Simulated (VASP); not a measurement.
# Ni (Fm-3m) in VASP: a series of runs

Runs on Ni. Level: PBE. Tasks: single point.

Everything below comes from runs of VASP 6.6.1. Logs are shortened: lines on timing, memory, paths and dates and some standing lists are left out, and cuts for length are marked.

### 1 The cell of the first run

Symmetry: Fm-3m, No. 225, cubic system. The conventional cell has a = 3.532 Å, b = 3.532 Å, c = 3.532 Å, α = 90.00°, β = 90.00°, γ = 90.00°. Within 3.3 Å of Ni (site symmetry m-3m) lie 12 Ni at 2.50 Å.

### 2 Single point, PBE, collinear spin, zero start

INCAR reads:

```
SYSTEM = Ni
ALGO = Normal
EDIFF = 1E-6
ENCUT = 520
GGA = PE
ISIF = 2
ISMEAR = -1
ISPIN = 2
LASPH = .TRUE.
LCHARG = .FALSE.
LMAXMIX = 4
LORBIT = 11
LREAL = .FALSE.
LWAVE = .FALSE.
MAGMOM = 0
NBANDS = 15
NELM = 150
NUPDOWN = 0.0
PREC = Accurate
SIGMA = 0.05
```

KPOINTS reads:

```
k-points
0
G
  13 13 13
  0 0 0
```

POSCAR reads:

```
Ni
1.0
    0.0000000000      1.7659500000      1.7659500000
    1.7659500000      0.0000000000      1.7659500000
    1.7659500000      1.7659500000      0.0000000000
Ni
1
Direct
    0.0000000000      0.0000000000      0.0000000000
```

Potentials or basis: VASP PAW PBE potentials, release 64 (Ni).

On the command line:

```
> cat potpaw_PBE.64/Ni/POTCAR > POTCAR
> mpirun -np 1 vasp_std > vasp.out
```

OUTCAR:

```text
SYSTEM = Ni
   EDIFF = 1E-6
   ENCUT = 520
   GGA = PE
   ISIF = 2
   ISMEAR = -1
   ISPIN = 2
   LASPH = .TRUE.
   LORBIT = 11
   LREAL = .FALSE.
   NELM = 150
   NUPDOWN = 0.0
   PREC = Accurate

 ion  position               nearest neighbor table
   1  0.000  0.000  0.000-

  LATTYP: Found a face centered cubic cell.
 ALAT       =     3.5319000000

  Lattice vectors:

 A1 = (   0.0000000000,   1.7659500000,   1.7659500000)
 A2 = (   1.7659500000,   0.0000000000,   1.7659500000)
 A3 = (   1.7659500000,   1.7659500000,   0.0000000000)

Analysis of symmetry for initial positions (statically):
=====================================================================
 Subroutine PRICEL returns:
 Original cell was already a primitive cell.

 Routine SETGRP: Setting up the symmetry group for a
 face centered cubic supercell.

 Subroutine GETGRP returns: Found 48 space group operations
 (whereof 48 operations were pure point group operations)
 out of a pool of 48 trial point group operations.

The static configuration has the point symmetry O_h .

Analysis of symmetry for dynamics (positions and initial velocities):
=====================================================================
 Subroutine PRICEL returns:
 Original cell was already a primitive cell.

 Routine SETGRP: Setting up the symmetry group for a
 face centered cubic supercell.

 Subroutine GETGRP returns: Found 48 space group operations
 (whereof 48 operations were pure point group operations)
 out of a pool of 48 trial point group operations.

The dynamic configuration has the point symmetry O_h .

Analysis of structural, dynamic, and magnetic symmetry:
=====================================================================
 Subroutine PRICEL returns:
 Original cell was already a primitive cell.

 Routine SETGRP: Setting up the symmetry group for a
 face centered cubic supercell.

 Subroutine GETGRP returns: Found 48 space group operations
 (whereof 48 operations were pure point group operations)
 out of a pool of 48 trial point group operations.

The overall configuration has the point symmetry O_h .

 Subroutine INISYM returns: Found 48 space group operations
 (whereof 48 operations are pure point group operations),
 and found     1 'primitive' translations

----------------------------------------------------------------------------------------

                                     Primitive cell

  volume of cell :      11.0145

  direct lattice vectors                    reciprocal lattice vectors
     0.000000000  1.765950000  1.765950000    -0.283133724  0.283133724  0.283133724
     1.765950000  0.000000000  1.765950000     0.283133724 -0.283133724  0.283133724
     1.765950000  1.765950000  0.000000000     0.283133724  0.283133724 -0.283133724

  length of vectors
     2.497430440  2.497430440  2.497430440     0.490401995  0.490401995  0.490401995

  position of ions in fractional coordinates (direct lattice)
     0.000000000  0.000000000  0.000000000

  ion indices of the primitive-cell ions
   primitive index   ion index
                 1           1

----------------------------------------------------------------------------------------

 KPOINTS: k-points

Automatic generation of k-mesh.
 Grid dimensions read from file:
 generate k-points for:   13   13   13

 Generating k-lattice:

  Cartesian coordinates                     Fractional coordinates (reciprocal lattice)
    -0.021779517  0.021779517  0.021779517     0.076923077  0.000000000  0.000000000
     0.021779517 -0.021779517  0.021779517     0.000000000  0.076923077  0.000000000
     0.021779517  0.021779517 -0.021779517     0.000000000  0.000000000  0.076923077

  Length of vectors
     0.037723230  0.037723230  0.037723230

  Shift w.r.t. Gamma in fractional coordinates (k-lattice)
     0.000000000  0.000000000  0.000000000

 Subroutine IBZKPT returns following result:
 ===========================================

 Found     84 irreducible k-points:

 Following reciprocal coordinates:
            Coordinates               Weight
  0.000000  0.000000  0.000000      1.000000
  0.076923  0.000000  0.000000      8.000000
  0.153846  0.000000  0.000000      8.000000
  0.230769  0.000000  0.000000      8.000000
  0.307692  0.000000  0.000000      8.000000
  0.384615  0.000000  0.000000      8.000000
[... 16 lines left out ...]
  0.384615  0.153846  0.000000     24.000000
  0.461538  0.153846  0.000000     24.000000
 [... further k-points ...]
   k-points           NKPTS =     84   k-points in BZ     NKDIM =     84   number of bands    NBANDS=     15
   number of dos      NEDOS =    301   number of ions     NIONS =      1
   total plane-waves  NPLWV =   8000
   dimension x,y,z NGX =    20 NGY =   20 NGZ =   20
   dimension x,y,z NGXF=    40 NGYF=   40 NGZF=   40
   ions per type =               1
   NGX,Y,Z   is equivalent  to a cutoff of  13.31, 13.31, 13.31 a.u.
   NGXF,Y,Z  is equivalent  to a cutoff of  26.63, 26.63, 26.63 a.u.
 SYSTEM =  Ni
   PREC   = accura    normal or accurate (medium, high low for compatibility)
   ISTART =      0    job   : 0-new  1-cont  2-samecut
   ICHARG =      2    charge: 1-file 2-atom 10-const
   ISPIN  =      2    spin polarized calculation?
   LNONCOLLINEAR =      F non collinear calculations
   LSORBIT =      F    spin-orbit coupling
   LASPH  =      T    aspherical Exc in radial PAW
   ENCUT  =  520.0 eV  38.22 Ry    6.18 a.u.   4.64  4.64  4.64*2*pi/ulx,y,z
   NELM   =    150;   NELMIN=  2; NELMDL= -5     # of ELM steps
   EDIFF  = 0.1E-05   stopping-criterion for ELM
   LREAL  =      F    real-space projection
   EDIFFG = 0.1E-04   stopping-criterion for IOM
   NSW    =      0    number of steps for IOM
   IBRION =     -1    ionic relax: 0-MD 1-quasi-New 2-CG
   NFREE  =      0    steps in history (QN), initial steepest desc. (CG)
   ISIF   =      2    stress and relaxation
   ISYM   =      2    0-nonsym 1-usesym 2-fastsym
   POTIM  = 0.5000    time-step for ionic-motion
   TEBEG  =    0.0;   TEEND  =   0.0 temperature during run
   PSTRESS=    0.0 pullay stress
   NELECT =      10.0000    total number of electrons
   NUPDOWN=       0.0000    fix difference up-down
   EMIN   =  10.00;   EMAX   =-10.00  energy-range for DOS
   EFERMI =   0.00;   METHOD = LEGACY
   ISMEAR =    -1;   SIGMA  =   0.05  broadening in eV -4-tet -1-fermi 0-gaus
   EFERMI_NEDOS =   21; number of points for ismear=-14 and -15
   IALGO  =     38    algorithm
   IMIX   =      4    mixing-type and parameters
     AMIX     =   0.40;   BMIX     =  1.00
     AMIX_MAG =   1.60;   BMIX_MAG =  1.00
  volume/ion in A,a.u.               =      11.01        74.33
  Fermi-wavevector in a.u.,A,eV,Ry     =   1.585209  2.995610 34.189895  2.512886
  Thomas-Fermi vector in A             =   2.684708
   LORBIT       =     11    0 simple, 1 ext, 2 COOP (PROOUT), +10 PAW based schemes
   GGA     = PE    functional components
   LHFCALC =     F    Hartree Fock is set to
   AEXX    =    0.0000 exact exchange contribution
   IVDW    =     0    specifies the selected vdW correction
   LEPSILON=     F    determine dielectric tensor
   LRPA    =     F    only Hartree local field effects (RPA)
 spin polarized calculation
  energy-cutoff  :      520.00
  volume of cell :       11.01
 maximum number of plane-waves:       307
   NGX =  9   NGY =  9   NGZ =  9

 number of electron      10.0000010 magnetization       0.0000000

 number of electron      10.0000010 magnetization      -0.0000000

 Free energy of the ion-electron system (eV)
  ---------------------------------------------------
  ext. energy  EPLUGINS =         0.00000000
  ---------------------------------------------------
  free energy    TOTEN  =        -5.42379224 eV

  energy without entropy =       -5.39511498  energy(sigma->0) =       -5.40945361

 E-fermi :   9.0272     XC(G=0): -13.1808

 val. band max:        9.0267496695   @ k =   0.4615   0.1538   0.0000
 cond. band min:       9.0335282984   @ k =  -0.3846   0.3846   0.0769
 fundamental gap:      0.0067786288
 Fermi energy:         9.0272117891

 spin component 1

 k-point     1 :       0.0000    0.0000    0.0000
  band No.  band energies     occupation
      1       0.2606      1.00000
      2       7.2045      1.00000
      3       7.2045      1.00000
      4       7.2045      1.00000
      5       8.2805      1.00000
      6       8.2805      1.00000
      7      32.7386      0.00000
      8      36.5785      0.00000
      9      36.5785      0.00000
     10      36.5785      0.00000
     11      39.5429      0.00000
     12      39.5429      0.00000
     13      39.5429      0.00000
     14      42.4086      0.00000
     15      48.7381      0.00000

 k-point     2 :       0.0769    0.0000    0.0000
  band No.  band energies     occupation
      1       0.4897      1.00000
      2       7.1431      1.00000
      3       7.2551      1.00000
      4       7.2551      1.00000
      5       8.2595      1.00000
      6       8.2595      1.00000
      7      31.8709      0.00000
      8      34.4142      0.00000
      9      36.0831      0.00000
     10      36.0831      0.00000
     11      40.2914      0.00000
     12      40.2914      0.00000
     13      40.6663      0.00000
     14      44.3925      0.00000
     15      46.8344      0.00000
[... 365 lines left out ...]
      3       7.1241      1.00000
      4       7.6508      1.00000
      5       8.9079      0.91574
      6       9.1514      0.07703
      7      20.2448      0.00000
      8      29.1454      0.00000
      9      29.3368      0.00000
     10      32.0617      0.00000
     11      41.3358      0.00000
     12      42.1429      0.00000
     13      43.0874      0.00000
     14      47.6057      0.00000
     15      54.4331      0.00000

 k-point    24 :       0.4615    0.1538    0.0000
  band No.  band energies     occupation
      1       4.9763      1.00000
      2       6.6645      1.00000
      3       7.1535      1.00000
      4       7.5535      1.00000
      5       9.0267      0.50231
      6      10.2584      0.00000
      7      17.1377      0.00000
      8      27.8863      0.00000
      9      29.5319      0.00000
     10      31.6576      0.00000
     11      41.5542      0.00000
     12      41.7978      0.00000
     13      44.7154      0.00000
     14      48.0395      0.00000
     15      55.9992      0.00000

 [... further k-points ...]

 spin component 2

 k-point     1 :       0.0000    0.0000    0.0000
  band No.  band energies     occupation
      1       0.2606      1.00000
      2       7.2045      1.00000
      3       7.2045      1.00000
      4       7.2045      1.00000
      5       8.2805      1.00000
      6       8.2805      1.00000
      7      32.7386      0.00000
      8      36.5785      0.00000
      9      36.5785      0.00000
     10      36.5785      0.00000
     11      39.5429      0.00000
     12      39.5429      0.00000
     13      39.5429      0.00000
     14      42.4086      0.00000
     15      48.7381      0.00000

 k-point     2 :       0.0769    0.0000    0.0000
  band No.  band energies     occupation
      1       0.4897      1.00000
      2       7.1431      1.00000
      3       7.2551      1.00000
      4       7.2551      1.00000
      5       8.2595      1.00000
      6       8.2595      1.00000
      7      31.8709      0.00000
      8      34.4142      0.00000
      9      36.0831      0.00000
     10      36.0831      0.00000
     11      40.2914      0.00000
     12      40.2914      0.00000
     13      40.6663      0.00000
     14      44.3925      0.00000
     15      46.8344      0.00000
[... 365 lines left out ...]
      3       7.1241      1.00000
      4       7.6508      1.00000
      5       8.9079      0.91574
      6       9.1514      0.07703
      7      20.2448      0.00000
      8      29.1454      0.00000
      9      29.3368      0.00000
     10      32.0617      0.00000
     11      41.3358      0.00000
     12      42.1429      0.00000
     13      43.0874      0.00000
     14      47.6057      0.00000
     15      54.4331      0.00000

 k-point    24 :       0.4615    0.1538    0.0000
  band No.  band energies     occupation
      1       4.9763      1.00000
      2       6.6645      1.00000
      3       7.1535      1.00000
      4       7.5535      1.00000
      5       9.0267      0.50231
      6      10.2584      0.00000
      7      17.1377      0.00000
      8      27.8863      0.00000
      9      29.5319      0.00000
     10      31.6576      0.00000
     11      41.5542      0.00000
     12      41.7978      0.00000
     13      44.7154      0.00000
     14      48.0395      0.00000
     15      55.9992      0.00000

 [... further k-points ...]
[... 5 lines left out ...]
  --------------------------------------------------------------------------------------
  -------------------------------------------------------------------------------------
  Total       -0.2205044     -0.2205044     -0.2205044      0.0000000      0.0000000      0.0000000
  in kB      -32.0747016    -32.0747016    -32.0747016      0.0000000      0.0000000      0.0000000
  external PRESSURE =     -32.0747016 kB  Pullay stress =       0.0000000 kB

 VOLUME and BASIS-vectors are now :
 -----------------------------------------------------------------------------
  energy-cutoff  :      520.00
  volume of cell :       11.01
      direct lattice vectors                 reciprocal lattice vectors
     0.000000000  1.765950000  1.765950000    -0.283133724  0.283133724  0.283133724
     1.765950000  0.000000000  1.765950000     0.283133724 -0.283133724  0.283133724
     1.765950000  1.765950000  0.000000000     0.283133724  0.283133724 -0.283133724

 POSITION                                       TOTAL-FORCE (eV/Angst)
 -----------------------------------------------------------------------------------
      0.00000      0.00000      0.00000        -0.000000      0.000000     -0.000000
 -----------------------------------------------------------------------------------
    total drift:                                0.000000      0.000000      0.000000

  FREE ENERGIE OF THE ION-ELECTRON SYSTEM (eV)
  ---------------------------------------------------
  free  energy   TOTEN  =        -5.4237922373 eV

  energy  without entropy=       -5.3951149836  energy(sigma->0) =       -5.40945361

 total charge

# of ion       s       p       d       tot
------------------------------------------
    1        0.487   0.482   8.322   9.291

 magnetization (x)

# of ion       s       p       d       tot
------------------------------------------
    1       -0.000   0.000  -0.000  -0.000
```

Wall time 23 s (1 thread of Intel Xeon 8259CL, shared host); peak memory 0.14 GiB.

What came out:

```
Free energy                                           : -5.4238 eV
Pressure                                              : -3.2 GPa
Net moment                                            : 0.00 μB per cell
Valence electrons inside the program's atomic spheres : Ni 9.29
```

Caveat: the total moment is fixed, so each spin has its own Fermi level.

(Continued in part 2 of 2.)
